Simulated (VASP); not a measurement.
C, 4 atoms in the cell. The structure is hexagonal, space group P6_3mc (No. 186). The conventional cell has a = 2.470 Å, b = 2.470 Å, c = 6.790 Å, α = 90.00°, β = 90.00°, γ = 120.00°. Within 1.9 Å of C (site symmetry 3m) lie 3 C at 1.43 Å. Within 1.9 Å of C (site symmetry 3m) lie 3 C at 1.43 Å. 

| Quantity | Value |
| --- | --- |
| Program | VASP 6.6.1 |
| Task | single point |
| Functional | PBE |
| Potentials or basis | VASP PAW PBE potentials, release 64 (C) |
| Cutoff | 520 eV |
| k mesh | 12 × 12 × 4 |
| Occupations | fermi-dirac, width 0.1 eV |
| Spin | no spin polarisation |
| Dipole correction | no |
| Further INCAR settings | ALGO = Normal; EDIFF = 1e-06; NBANDS = 16 |

Potentials or basis: VASP PAW PBE potentials, release 64 (C).

Launch:

```sh
$ cat potpaw_PBE.64/C/POTCAR > POTCAR
$ mpirun -np 1 vasp_std > vasp.out
```

Hardware: 1 thread of Intel Xeon 8259CL, with other jobs on the host.

Question: How long does it take, and how much memory?

Answer: Run time: 32 s on 1 thread of Intel Xeon 8259CL (shared host), peak memory 0.15 GiB. Counts: scf iterations 12, k points 57.
